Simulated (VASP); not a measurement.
# AlGa3P4 (P-43m) in VASP: notebook

AlGa3P4 is run at these levels: PBE; tasks: single point, relaxation of cell and atoms.

All numbers are computed with VASP 6.6.1; they aren't measurements. Logs are shortened: lines on timing, memory, paths and dates and some standing lists are left out, and cuts for length are marked.

## Step 1: The cell of the first run

The structure is cubic, space group P-43m (No. 215). The conventional cell has a = 5.330 Å, b = 5.330 Å, c = 5.330 Å, α = 90.00°, β = 90.00°, γ = 90.00°. Within 3.1 Å of Al (site symmetry -43m) lie 4 P at 2.31 Å. Ga (site symmetry -42m) has 4 P at 2.31 Å within 3.1 Å. Within 3.1 Å of P (site symmetry 3m) lie 1 Al at 2.31 Å and 3 Ga at 2.31 Å.

## Step 2: Single point, PBE

INCAR reads:

```
PREC     = Accurate       # precision mode
ENCUT    = 520            # plane-wave cutoff, eV
EDIFF    = 1E-6           # SCF threshold, eV
ISMEAR   = 0              # smearing method
SIGMA    = 0.1            # smearing width, eV
LREAL    = F              # projectors in reciprocal space
LASPH    = T              # aspherical terms in the spheres
NELM     = 100            # most SCF steps
ALGO     = Normal         # electronic algorithm
ISIF     = 2              # what is computed and relaxed
LWAVE    = F              # write WAVECAR
LCHARG   = F              # write CHGCAR
GGA      = PE             # functional
NBANDS   = 41             # bands
```

KPOINTS reads:

```
regular mesh
0
Gamma
  4 4 4
```

POSCAR reads:

```
AlGa3P4
1.0
    5.3297780300      0.0000000000      0.0000000000
    0.0000000000      5.3297780300      0.0000000000
    0.0000000000      0.0000000000      5.3297780300
Al Ga P
1 3 4
Direct
    0.5000000000      0.5000000000      0.5000000000
    0.0000000000      0.0000000000      0.5000000000
    0.0000000000      0.5000000000      0.0000000000
    0.5000000000      0.0000000000      0.0000000000
    0.7500000000      0.7500000000      0.7500000000
    0.7500000000      0.2500000000      0.2500000000
    0.2500000000      0.7500000000      0.2500000000
    0.2500000000      0.2500000000      0.7500000000
```

Potentials or basis: VASP PAW PBE potentials, release 64 (Al, Ga_d, P).

Started as:

```console
$ cat potpaw_PBE.64/Al/POTCAR potpaw_PBE.64/Ga_d/POTCAR potpaw_PBE.64/P/POTCAR > POTCAR
$ mpirun -np 1 vasp_std > vasp.out
```

OUTCAR:

```text
PREC = Accurate
   ENCUT = 520
   EDIFF = 1E-6
   ISMEAR = 0
   LREAL = F
   LASPH = T
   NELM = 100
   ISIF = 2
   GGA = PE

 ion  position               nearest neighbor table
   1  0.500  0.500  0.500-   5 2.31   6 2.31   7 2.31   8 2.31
   2  0.000  0.000  0.500-   5 2.31   6 2.31   7 2.31   8 2.31
   3  0.000  0.500  0.000-   5 2.31   6 2.31   7 2.31   8 2.31
   4  0.500  0.000  0.000-   5 2.31   6 2.31   7 2.31   8 2.31
   5  0.750  0.750  0.750-   1 2.31   2 2.31   3 2.31   4 2.31
   6  0.750  0.250  0.250-   1 2.31   2 2.31   3 2.31   4 2.31
   7  0.250  0.750  0.250-   1 2.31   2 2.31   3 2.31   4 2.31
   8  0.250  0.250  0.750-   1 2.31   2 2.31   3 2.31   4 2.31

  LATTYP: Found a simple cubic cell.
 ALAT       =     5.3297780300

  Lattice vectors:

 A1 = (   5.3297780300,   0.0000000000,   0.0000000000)
 A2 = (   0.0000000000,   5.3297780300,   0.0000000000)
 A3 = (   0.0000000000,   0.0000000000,   5.3297780300)

Analysis of symmetry for initial positions (statically):
=====================================================================
 Subroutine PRICEL returns:
 Original cell was already a primitive cell.

 Routine SETGRP: Setting up the symmetry group for a
 simple cubic supercell.

 Subroutine GETGRP returns: Found 24 space group operations
 (whereof 24 operations were pure point group operations)
 out of a pool of 48 trial point group operations.

The static configuration has the point symmetry T_d .

Analysis of symmetry for dynamics (positions and initial velocities):
=====================================================================
 Subroutine PRICEL returns:
 Original cell was already a primitive cell.

 Routine SETGRP: Setting up the symmetry group for a
 simple cubic supercell.

 Subroutine GETGRP returns: Found 24 space group operations
 (whereof 24 operations were pure point group operations)
 out of a pool of 48 trial point group operations.

The dynamic configuration has the point symmetry T_d .

 Subroutine INISYM returns: Found 24 space group operations
 (whereof 24 operations are pure point group operations),
 and found     1 'primitive' translations

----------------------------------------------------------------------------------------

                                     Primitive cell

  volume of cell :     151.4005

  direct lattice vectors                    reciprocal lattice vectors
     5.329778030  0.000000000  0.000000000     0.187625075  0.000000000  0.000000000
     0.000000000  5.329778030  0.000000000     0.000000000  0.187625075  0.000000000
     0.000000000  0.000000000  5.329778030     0.000000000  0.000000000  0.187625075

  length of vectors
     5.329778030  5.329778030  5.329778030     0.187625075  0.187625075  0.187625075

  position of ions in fractional coordinates (direct lattice)
     0.500000000  0.500000000  0.500000000
     0.000000000  0.000000000  0.500000000
     0.000000000  0.500000000  0.000000000
     0.500000000  0.000000000  0.000000000
     0.750000000  0.750000000  0.750000000
     0.750000000  0.250000000  0.250000000
     0.250000000  0.750000000  0.250000000
     0.250000000  0.250000000  0.750000000

  ion indices of the primitive-cell ions
   primitive index   ion index
                 1           1
                 2           2
                 3           3
                 4           4
                 5           5
                 6           6
                 7           7
                 8           8

----------------------------------------------------------------------------------------

 KPOINTS: regular mesh

Automatic generation of k-mesh.
 Grid dimensions read from file:
 generate k-points for:    4    4    4

 Generating k-lattice:

  Cartesian coordinates                     Fractional coordinates (reciprocal lattice)
     0.046906269  0.000000000  0.000000000     0.250000000  0.000000000  0.000000000
     0.000000000  0.046906269  0.000000000     0.000000000  0.250000000  0.000000000
     0.000000000  0.000000000  0.046906269     0.000000000  0.000000000  0.250000000

  Length of vectors
     0.046906269  0.046906269  0.046906269

  Shift w.r.t. Gamma in fractional coordinates (k-lattice)
     0.000000000  0.000000000  0.000000000

 Subroutine IBZKPT returns following result:
 ===========================================

 Found     10 irreducible k-points:

 Following reciprocal coordinates:
            Coordinates               Weight
  0.000000  0.000000  0.000000      1.000000
  0.250000  0.000000  0.000000      6.000000
  0.500000  0.000000  0.000000      3.000000
  0.250000  0.250000  0.000000     12.000000
  0.500000  0.250000  0.000000     12.000000
  0.500000  0.500000  0.000000      3.000000
  0.250000  0.250000  0.250000      8.000000
  0.500000  0.250000  0.250000     12.000000
  0.500000  0.500000  0.250000      6.000000
  0.500000  0.500000  0.500000      1.000000
   k-points           NKPTS =     10   k-points in BZ     NKDIM =     10   number of bands    NBANDS=     41
   number of dos      NEDOS =    301   number of ions     NIONS =      8
   total plane-waves  NPLWV =  64000
   dimension x,y,z NGX =    40 NGY =   40 NGZ =   40
   dimension x,y,z NGXF=    80 NGYF=   80 NGZF=   80
   ions per type =               1   3   4
   NGX,Y,Z   is equivalent  to a cutoff of  12.48, 12.48, 12.48 a.u.
   NGXF,Y,Z  is equivalent  to a cutoff of  24.95, 24.95, 24.95 a.u.
 SYSTEM =  unknown system
   PREC   = accura    normal or accurate (medium, high low for compatibility)
   ISTART =      0    job   : 0-new  1-cont  2-samecut
   ICHARG =      2    charge: 1-file 2-atom 10-const
   ISPIN  =      1    spin polarized calculation?
   LNONCOLLINEAR =      F non collinear calculations
   LSORBIT =      F    spin-orbit coupling
   LASPH  =      T    aspherical Exc in radial PAW
   ENCUT  =  520.0 eV  38.22 Ry    6.18 a.u.   9.91  9.91  9.91*2*pi/ulx,y,z
   NELM   =    100;   NELMIN=  2; NELMDL= -5     # of ELM steps
   EDIFF  = 0.1E-05   stopping-criterion for ELM
   LREAL  =      F    real-space projection
   EDIFFG = 0.1E-04   stopping-criterion for IOM
   NSW    =      0    number of steps for IOM
   IBRION =     -1    ionic relax: 0-MD 1-quasi-New 2-CG
   NFREE  =      0    steps in history (QN), initial steepest desc. (CG)
   ISIF   =      2    stress and relaxation
   ISYM   =      2    0-nonsym 1-usesym 2-fastsym
   POTIM  = 0.5000    time-step for ionic-motion
   TEBEG  =    0.0;   TEEND  =   0.0 temperature during run
   PSTRESS=    0.0 pullay stress
   NELECT =      62.0000    total number of electrons
   NUPDOWN=      -1.0000    fix difference up-down
   EMIN   =  10.00;   EMAX   =-10.00  energy-range for DOS
   EFERMI =   0.00;   METHOD = LEGACY
   ISMEAR =     0;   SIGMA  =   0.10  broadening in eV -4-tet -1-fermi 0-gaus
   EFERMI_NEDOS =   21; number of points for ismear=-14 and -15
   IALGO  =     38    algorithm
   IMIX   =      4    mixing-type and parameters
     AMIX     =   0.40;   BMIX     =  1.00
     AMIX_MAG =   1.60;   BMIX_MAG =  1.00
  volume/ion in A,a.u.               =      18.93       127.71
  Fermi-wavevector in a.u.,A,eV,Ry     =   1.215709  2.297357 20.108706  1.477948
  Thomas-Fermi vector in A             =   2.351087
   LORBIT       =      0    0 simple, 1 ext, 2 COOP (PROOUT), +10 PAW based schemes
   GGA     = PE    functional components
   LHFCALC =     F    Hartree Fock is set to
   AEXX    =    0.0000 exact exchange contribution
   IVDW    =     0    specifies the selected vdW correction
   LEPSILON=     F    determine dielectric tensor
   LRPA    =     F    only Hartree local field effects (RPA)
 non-spin polarized calculation
 Gauss-broadening in eV      SIGMA  =   0.10
  energy-cutoff  :      520.00
  volume of cell :      151.40
 maximum number of plane-waves:      4094
 NGX is ok and might be reduce to    40
   NGX = 19   NGY = 19   NGZ = 19

 number of electron      61.9999974 magnetization

 Free energy of the ion-electron system (eV)
  ---------------------------------------------------
  ext. energy  EPLUGINS =         0.00000000
  ---------------------------------------------------
  free energy    TOTEN  =       -37.31084079 eV

  energy without entropy =      -37.31084079  energy(sigma->0) =      -37.31084079

 E-fermi :   5.7624     XC(G=0):  -9.9806

 val. band max:        5.3199061913   @ k =   0.0000   0.0000   0.0000
 cond. band min:       6.8433453647   @ k =   0.0000   0.0000   0.0000
 fundamental gap:      1.5234391734
 Fermi energy:         5.7624321311

 k-point     1 :       0.0000    0.0000    0.0000
  band No.  band energies     occupation
      1      -9.3279      2.00000
      2      -9.3279      2.00000
      3      -9.3279      2.00000
      4      -9.1995      2.00000
      5      -9.1995      2.00000
      6      -9.1995      2.00000
[... 33 lines left out ...]
     40       9.3991      0.00000
     41       9.3991      0.00000

 k-point     2 :       0.2500    0.0000    0.0000
  band No.  band energies     occupation
      1      -9.3209      2.00000
      2      -9.3199      2.00000
      3      -9.3199      2.00000
      4      -9.2164      2.00000
      5      -9.1979      2.00000
      6      -9.1979      2.00000
[... 33 lines left out ...]
     40      10.3818      0.00000
     41      10.3818      0.00000

 k-point     3 :       0.5000    0.0000    0.0000
  band No.  band energies     occupation
      1      -9.3118      2.00000
      2      -9.3107      2.00000
      3      -9.3107      2.00000
      4      -9.2343      2.00000
      5      -9.1893      2.00000
      6      -9.1893      2.00000
[... 259 lines left out ...]
      2      -9.2850      2.00000
      3      -9.2850      2.00000
      4      -9.2824      2.00000
      5      -9.1948      2.00000
      6      -9.1948      2.00000
[... 33 lines left out ...]
     40      10.3348      0.00000
     41      10.6311      0.00000

 k-point    10 :       0.5000    0.5000    0.5000
  band No.  band energies     occupation
      1      -9.3295      2.00000
      2      -9.2876      2.00000
      3      -9.2876      2.00000
      4      -9.2876      2.00000
      5      -9.1980      2.00000
      6      -9.1980      2.00000
[... 33 lines left out ...]
     40      10.1604      0.00000
     41      10.1643      0.00000

------------------------ aborting loop because EDIFF is reached ----------------------------------------

  FORCE on cell =-STRESS in cart. coord.  units (eV):
  Direction    XX          YY          ZZ          XY          YZ          ZX
  --------------------------------------------------------------------------------------
  -------------------------------------------------------------------------------------
  Total        8.9386315      8.9386315      8.9386315      0.0000000      0.0000000      0.0000000
  in kB       94.5919654     94.5919654     94.5919654      0.0000000      0.0000000      0.0000000
  external PRESSURE =      94.5919654 kB  Pullay stress =       0.0000000 kB

 VOLUME and BASIS-vectors are now :
 -----------------------------------------------------------------------------
  energy-cutoff  :      520.00
  volume of cell :      151.40
      direct lattice vectors                 reciprocal lattice vectors
     5.329778030  0.000000000  0.000000000     0.187625075  0.000000000  0.000000000
     0.000000000  5.329778030  0.000000000     0.000000000  0.187625075  0.000000000
     0.000000000  0.000000000  5.329778030     0.000000000  0.000000000  0.187625075

 POSITION                                       TOTAL-FORCE (eV/Angst)
 -----------------------------------------------------------------------------------
      2.66489      2.66489      2.66489         0.000000     -0.000000     -0.000000
      0.00000      0.00000      2.66489         0.000000     -0.000000     -0.000000
      0.00000      2.66489      0.00000         0.000000     -0.000000     -0.000000
      2.66489      0.00000      0.00000         0.000000     -0.000000     -0.000000
      3.99733      3.99733      3.99733        -0.028640     -0.028640     -0.028640
      3.99733      1.33244      1.33244        -0.028640      0.028640      0.028640
      1.33244      3.99733      1.33244         0.028640     -0.028640      0.028640
      1.33244      1.33244      3.99733         0.028640      0.028640     -0.028640
 -----------------------------------------------------------------------------------
    total drift:                               -0.000000      0.000000     -0.000000

  FREE ENERGIE OF THE ION-ELECTRON SYSTEM (eV)
  ---------------------------------------------------
  free  energy   TOTEN  =       -37.3108407949 eV

  energy  without entropy=      -37.3108407948  energy(sigma->0) =      -37.31084079
```

Wall time 41 s (1 thread of Intel Xeon Platinum 8488C (Sapphire Rapids), shared host); peak memory 0.25 GiB.

Results:

- Free energy: -37.3108 eV
- Pressure: 9.5 GPa
- Band gap on the k mesh: 1.52 eV, direct

A k mesh can miss the band edges.

## Step 3: Single point, PBE

This run uses another cell than the first one, of 20.78 Å³/atom, 1.098 times its volume.

INCAR reads:

```
ALGO = Normal ; EDIFF = 1E-6
ENCUT = 520 ; GGA = PE
ISIF = 2 ; ISMEAR = 0
LASPH = T ; LCHARG = T
LELF = T ; LREAL = F
LVHAR = T ; LWAVE = F
NBANDS = 41 ; NELM = 60
PREC = Accurate ; SIGMA = 0.1
```

KPOINTS reads:

```
k-points
0
Gamma
  4 4 4
```

POSCAR reads:

```
AlGa3P4
1.0
    5.4982594719      0.0000000000      0.0000000000
    0.0000000000      5.4982594719      0.0000000000
    0.0000000000      0.0000000000      5.4982594719
Al Ga P
1 3 4
Direct
    0.5000000000      0.5000000000      0.5000000000
    0.0000000000      0.0000000000      0.5000000000
    0.0000000000      0.5000000000      0.0000000000
    0.5000000000      0.0000000000      0.0000000000
    0.7495268985      0.7495268985      0.7495268985
    0.7495268985      0.2504731015      0.2504731015
    0.2504731015      0.7495268985      0.2504731015
    0.2504731015      0.2504731015      0.7495268985
```

Potentials or basis: VASP PAW PBE potentials, release 64 (Al, Ga_d, P).

Started as:

```console
$ cat potpaw_PBE.64/Al/POTCAR potpaw_PBE.64/Ga_d/POTCAR potpaw_PBE.64/P/POTCAR > POTCAR
$ mpirun -np 1 vasp_std > vasp.out
```

Wall time 49 s (1 thread of Intel Xeon Platinum 8488C (Sapphire Rapids), shared host); peak memory 0.27 GiB.

The run converged. Its results:

```
Free energy            : -37.7326 eV
Pressure               : 0.3 GPa
Largest force          : 0.008 eV/Å
Band gap on the k mesh : 1.65 eV, indirect (least direct gap 1.71 eV)
```

Forces on the atoms (eV/Å):
```
Al   0.000  0.000  0.000
Ga   0.000  0.000  0.000
Ga   0.000  0.000  0.000
Ga   0.000  0.000  0.000
P   -0.005 -0.005 -0.005
P   -0.005  0.005  0.005
P    0.005 -0.005  0.005
P    0.005  0.005 -0.005
```

Levels at points of the mesh, in eV from the valence-band top:
```csv
k point,band 27,band 28,band 29,band 30,band 31,band 32,band 33,band 34,band 35,band 36
"(0.00, 0.00, 0.00)",-2.44,-2.44,0.00,0.00,0.00,1.71,1.71,1.71,1.76,1.76
"(0.50, 0.00, 0.00)",-3.14,-1.57,-1.57,-1.46,-1.46,2.27,2.44,3.70,3.78,4.60
"(0.50, 0.50, 0.00)",-3.10,-1.10,-1.07,-1.07,-1.00,3.08,3.25,3.25,3.57,5.66
"(0.50, 0.50, 0.50)",-0.97,-0.97,-0.93,-0.93,-0.93,1.65,1.65,1.65,2.65,4.49
```

(Continued in part 2 of 2.)
